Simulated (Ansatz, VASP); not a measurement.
One calculation of Sn, two programs

```
CELL_PARAMETERS angstrom
0.00000 3.26709 3.26709
3.26709 0.00000 3.26709
3.26709 3.26709 0.00000
ATOMIC_POSITIONS crystal
Sn 0.50000 0.50000 0.50000
Sn 0.75000 0.75000 0.75000
```

Change from the starting cell: volume scaled by 1.02.

Alike in both runs: task single point; functional LDA; k mesh 9 × 9 × 9; occupations fermi-dirac, width 0.03 eV; no spin polarisation.

|  | VASP | Ansatz |
| --- | --- | --- |
| version | VASP 6.6.1 | Ansatz 0.2.0 |
| potentials or method | VASP PAW LDA potentials, release 64 (Sn_d), cutoff 520 eV | all-electron LAPW, scalar-relativistic |

|  | VASP | Ansatz | Ansatz less VASP |
| --- | --- | --- | --- |
| pressure (GPa) | -1.2 | -1.2 | +0.02 |

LDA's correlation is that of Perdew and Zunger in VASP and of Perdew and Wang (1992) in Ansatz. Ansatz ran all-electron here, and VASP with PAW potentials.
